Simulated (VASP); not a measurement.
Set up this calculation in VASP 6.6.1, as the native input.

| Quantity | Value |
| --- | --- |
| Task | single point |
| Functional | PBE |
| Potentials or basis | VASP PAW PBE potentials, release 64 (N, Ti_sv, Si) |
| Cutoff | 520 eV |
| k mesh | 9 × 9 × 1 |
| Occupations | gaussian, width 0.1 eV |
| Spin | no spin polarisation |
| Dipole correction | yes |
| Further INCAR settings | ALGO = Normal; EDIFF = 1e-07; NBANDS = 36 |

The structure of Ti3SiN3 lies in POSCAR:

```
Ti3SiN3
1.0
    3.0028555065      0.0000000000      0.0000000000
   -1.5014277533      2.6005491525      0.0000000000
    0.0000000000      0.0000000000     21.5541471922
N Ti Si
3 3 1
Direct
    0.3333333333      0.6666666667      0.1855791354
    0.0000000000      0.0000000000      0.2993308525
    0.6666666667      0.3333333333      0.4147299352
    0.6666666667      0.3333333333      0.2424549940
    0.3333333333      0.6666666667      0.3575097830
    0.0000000000      0.0000000000      0.4664599858
    0.3333333333      0.6666666667      0.5674868629
```

The input as run:

INCAR

```
PREC     = Accurate       # precision mode
ENCUT    = 520            # plane-wave cutoff, eV
EDIFF    = 1E-7           # SCF threshold, eV
ISMEAR   = 0              # smearing method
SIGMA    = 0.1            # smearing width, eV
LREAL    = F              # projectors in reciprocal space
LASPH    = T              # aspherical terms in the spheres
NELM     = 60             # most SCF steps
ALGO     = Normal         # electronic algorithm
ISIF     = 2              # what is computed and relaxed
LWAVE    = F              # write WAVECAR
LCHARG   = T              # write CHGCAR
LDIPOL   = T            
IDIPOL   = 3            
DIPOL    = 0.5 0.5 0.362
GGA      = PE             # functional
LELF     = T              # ELF
LVHAR    = T            
LVACPOTAV= T            
NBANDS   = 36             # bands
```

KPOINTS

```
regular mesh
0
Gamma
  9 9 1
```

Potentials or basis: VASP PAW PBE potentials, release 64 (N, Ti_sv, Si).

Command:

```bash
$ cat potpaw_PBE.64/N/POTCAR potpaw_PBE.64/Ti_sv/POTCAR potpaw_PBE.64/Si/POTCAR > POTCAR
$ mpirun -np 1 vasp_std > vasp.out
```

Results of the run:

```
Largest force          : 5.544 eV/Å
Band gap on the k mesh : zero (an odd number of electrons rules out a gap without spin polarisation)
```

Wall time 78 s on 1 thread of Intel(R) Xeon(R) 6975P-C (Granite Rapids), on a shared host, peak memory 0.31 GiB.
